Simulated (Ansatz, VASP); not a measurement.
**Two plane-wave programs on Mg**

```
CELL_PARAMETERS angstrom
5.07337 0.00000 0.00000
-2.53668 4.39366 0.00000
0.00000 0.00000 3.07367
ATOMIC_POSITIONS crystal
Mg 0.00000 0.00000 0.00000
Mg 0.33333 0.66667 0.50000
Mg 0.66667 0.33333 0.50000
```

Alike in both runs: functional PBEsol; k mesh 7 × 7 × 10; occupations fermi-dirac, width 0.1 eV; no spin polarisation.

Ansatz relaxed the structure, and its values are those at the end. VASP's run is a single point on that final structure, the one shown.

|  | VASP | Ansatz |
| --- | --- | --- |
| version | VASP 6.6.1 | Ansatz 0.2.0 |
| potentials or method | VASP PAW PBE potentials, release 64 (Mg), cutoff 520 eV | plane waves (420 eV) with PAW, scalar-relativistic |
| valence electrons in the cell | 6 | 30 |

```tsv
	VASP	Ansatz	Ansatz less VASP
pressure (GPa)	0.0	0.0	+0.05
```

VASP's potentials were made for PBE, not for PBEsol, and Ansatz warns of the same on its side. The functional is the same, so the differences come from potentials, cutoffs and numerics. VASP's potentials hold 6 valence electrons a cell and Ansatz's 30, so a difference there can come from the potentials and not from the codes.
